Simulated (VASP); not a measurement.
B3N2Cl:

```
B N Cl
1.0
     3.21688    0.00000    0.00000
     0.00000    3.21688    0.00000
     0.00000    0.00000    7.57140
B N Cl
3 2 1
Direct
  0.00000 0.00000 0.29334
  0.00000 0.00000 0.70666
  0.50000 0.50000 0.00000
  0.50000 0.00000 0.14331
  0.00000 0.50000 0.85669
  0.50000 0.50000 0.50000
```

The cell was built from a structure type or drawn by symmetry, and may not be a known phase.

- Program: VASP 6.6.1
- Task: relaxation of cell and atoms
- Functional: PBE
- Potentials or basis: VASP PAW PBE potentials, release 64 (B, N, Cl)
- Cutoff: 600 eV
- k mesh: 6 × 6 × 2
- Occupations: gaussian, width 0.1 eV
- Spin: no spin polarisation

At the start: pressure -36.9 GPa; volume 13.06 Å³/atom.

**Question.** Where does the relaxation end?

**Answer.** Over 9 steps the energy falls by 1256.0 meV/atom and the volume is 7.92 Å³/atom (-39.4 %); space group P-4m2 (No. 115, to 0.1 Å) before and after.

Step by step:
| step | energy change (eV) | largest force (eV/Å) | pressure (GPa) | volume (Å³) |
| --- | --- | --- | --- | --- |
| 1 | 0.0000 | 2.6678 | -36.91 | 78.35 |
| 2 | -7.0651 | 2.0440 | -13.75 | 48.91 |
| 3 | -7.2869 | 1.3389 | 4.47 | 45.16 |
| 4 | -7.2843 | 1.4645 | 1.27 | 45.70 |
| 5 | -7.4618 | 0.9554 | 3.37 | 46.11 |
| 6 | -7.4634 | 1.0825 | 3.51 | 46.15 |
| 7 | -7.5215 | 0.5004 | -1.18 | 47.51 |
| 8 | -7.5245 | 0.4308 | -0.44 | 47.26 |
| 9 | -7.5362 | 0.0316 | 0.03 | 47.52 |

Final structure:
```yaml
crystal:
  lattice:
    - [2.62625, 0.00000, 0.00000]
    - [0.00000, 2.62625, 0.00000]
    - [0.00000, 0.00000, 6.88966]
  atoms:
    - { symbol: B, position: [0.00000, 0.00000, 0.25304] }
    - { symbol: B, position: [0.00000, 0.00000, 0.74696] }
    - { symbol: B, position: [0.50000, 0.50000, 0.00000] }
    - { symbol: N, position: [0.50000, 0.00000, 0.13153] }
    - { symbol: N, position: [0.00000, 0.50000, 0.86847] }
    - { symbol: Cl, position: [0.50000, 0.50000, 0.50000] }
```

Caveat: the k points lie up to 0.46 Å⁻¹ apart in the final cell, too coarse for converged energies and pressures of a metal; the volume moved by over 15 % at a fixed basis, so the end points are rough.
